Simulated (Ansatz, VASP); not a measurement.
**Two plane-wave programs on C**

```xyz
2
Lattice="2.4060 0.0000 0.0000 -1.2030 2.0837 0.0000 0.0000 0.0000 8.3498" Properties=species:S:1:pos:R:3 pbc="T T T"
C     1.2030    0.6946    0.0000
C     0.0000    1.3891    0.0000
```

Alike in both runs: task single point; functional PBE0; k mesh 8 × 8 × 2; occupations fermi-dirac, width 0.05 eV; no spin polarisation.

|  | VASP | Ansatz |
| --- | --- | --- |
| version | VASP 6.6.1 | Ansatz 0.2.0 |
| potentials or method | VASP PAW PBE potentials, release 64 (C) | Ansatz PAW |
| plane-wave cutoff (eV) | 520 | 420 |
| valence electrons in the cell | 8 | 8 |

```tsv
	VASP	Ansatz	Ansatz less VASP
gap on the k mesh at the Fermi level (eV)	3.19	3.13	-0.053
least direct gap on the mesh (eV)	3.19	3.13	-0.053
```
